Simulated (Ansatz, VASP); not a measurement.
**ZnS in VASP and in Ansatz**

Contents of INCAR:

```
SYSTEM = ZnS
ALGO = Normal
EDIFF = 1E-7
ENCUT = 520
GGA = PE
ISIF = 2
ISMEAR = 0
LASPH = .TRUE.
LCHARG = .FALSE.
LREAL = .FALSE.
LWAVE = .FALSE.
NBANDS = 46
NELM = 100
PREC = Accurate
SIGMA = 0.05
```

KPOINTS

```
k-points
0
G
  12 12 2
  0 0 0
```

The input POSCAR:

```
ZnS
1.0
    3.7313217401      0.0000000000      0.0000000000
   -1.8656608700      3.2314194166      0.0000000000
    0.0000000000      0.0000000000     12.9679317746
Zn S
4 4
Direct
    0.0000000000      0.0000000000      0.0000503469
    0.0000000000      0.0000000000      0.5000503469
    0.3333333333      0.6666666667      0.2500245137
    0.6666666667      0.3333333333      0.7500245137
    0.0000000000      0.0000000000      0.1872896978
    0.0000000000      0.0000000000      0.6872896978
    0.3333333333      0.6666666667      0.4376354415
    0.6666666667      0.3333333333      0.9376354415
```

Input for Ansatz:

```yaml
crystal:
  lattice:
    - [3.7313217401, 0.0, 0.0]
    - [-1.86566087, 3.2314194166, 0.0]
    - [0.0, 0.0, 12.9679317746]
  atoms:
    - { symbol: Zn, position: [0.0, 0.0, 5.03469e-05] }
    - { symbol: Zn, position: [0.0, 0.0, 0.5000503469] }
    - { symbol: Zn, position: [0.3333333333, 0.6666666667, 0.2500245137] }
    - { symbol: Zn, position: [0.6666666667, 0.3333333333, 0.7500245137] }
    - { symbol: S, position: [0.0, 0.0, 0.1872896978] }
    - { symbol: S, position: [0.0, 0.0, 0.6872896978] }
    - { symbol: S, position: [0.3333333333, 0.6666666667, 0.4376354415] }
    - { symbol: S, position: [0.6666666667, 0.3333333333, 0.9376354415] }
basis:
  ecutwfc: 420
kpoints:
  mp_grid: { grid: [12, 12, 2] }
hamiltonian:
  xc: pbe
scf:
  occupations: { method: gaussian, width: 0.05 }
output:
  forces: true
  stress: true
  eigenvalues: true
```

Change from the starting cell: strain -0.030 along x and y, +0.030 along z, atoms carried along.

Alike in both runs: task single point; functional PBE; k mesh 12 × 12 × 2; occupations gaussian, width 0.05 eV; no spin polarisation.

|  | VASP | Ansatz |
| --- | --- | --- |
| version | VASP 6.6.1 | Ansatz 0.2.0 |
| potentials or method | VASP PAW PBE potentials, release 64 (Zn, S), cutoff 520 eV | scalar-relativistic, plane waves, PAW |
| valence electrons in the cell | 72 | 72 |

VASP gave:

```
gap on the k mesh at the Fermi level (eV)                     : 2.03
least direct gap on the mesh (eV)                             : 2.03
pressure (GPa)                                                : 2.9
traceless stress, the component that is largest in VASP (GPa) : -5.38
rms of the force components (eV/Å)                            : 0.195
```

Question: Which values does Ansatz return?

Answer: gap on the k mesh at the Fermi level (eV): 2.02; least direct gap on the mesh (eV): 2.02; pressure (GPa): 2.8; traceless stress, the component that is largest in VASP (GPa): -5.35; rms of the force components (eV/Å): 0.191.

Atom by atom the forces differ by 0.004 eV/Å (rms over components).
